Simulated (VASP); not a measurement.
Write the native input for VASP 6.6.1 that does the following.

```
Task                   : relaxation of cell and atoms
Functional             : PBE
Potentials or basis    : VASP PAW PBE potentials, release 64 (Ti_sv)
Cutoff                 : 600 eV
k mesh                 : 6 × 6 × 6
Occupations            : gaussian, width 0.1 eV
Spin                   : no spin polarisation
Dipole correction      : no
Further INCAR settings : ALGO = Normal; EDIFF = 1e-06; IBRION = 2; EDIFFG = -0.04; NSW = 90; ISIF = 3
```

The structure of Ti lies in POSCAR:

```
Ti
1.0
    1.6831031910      0.9717400803      4.0302979218
   -1.6831031910      0.9717400803      4.0302979218
    0.0000000000     -1.9434801607      4.0302979218
Ti
2
Direct
    0.0577000000      0.0577000000      0.0577000000
    0.9423000000      0.9423000000      0.9423000000
```

The input as run:

INCAR

```
SYSTEM = Ti
ALGO = Normal
EDIFF = 1E-6
EDIFFG = -0.04
ENCUT = 600
GGA = PE
IBRION = 2
ISIF = 3
ISMEAR = 0
LASPH = .True.
LCHARG = .False.
LREAL = .False.
LWAVE = .False.
NELM = 80
NSW = 90
PREC = Accurate
SIGMA = 0.1
```

KPOINTS

```
k-points
0
Gamma
  6 6 6
  0 0 0
```

Potentials or basis: VASP PAW PBE potentials, release 64 (Ti_sv).

Run with:

```console
$ cat potpaw_PBE.64/Ti_sv/POTCAR > POTCAR
$ mpirun -np 1 vasp_std > vasp.out
```

Results of the run:

```
Relaxed volume                        : 17.38 Å³/atom
Relaxed cell                          : a = 5.047 Å, b = 5.047 Å, c = 5.047 Å, α = 33.43°, β = 33.43°, γ = 33.43°
Space group after relaxing (to 0.1 Å) : Fm-3m (No. 225)
Pressure after relaxing               : 0.0 GPa
Largest force after relaxing          : 0.034 eV/Å
Band gap on the k mesh                : zero (bands 12 and 13 overlap by 0.95 eV)
```

Caveat: the k points lie up to 0.42 Å⁻¹ apart in the final cell, too coarse for converged energies and pressures of a metal.

It took 7.2 min on 1 thread of AMD EPYC 9R45 (Zen 5) (shared host), peak memory 0.19 GiB.
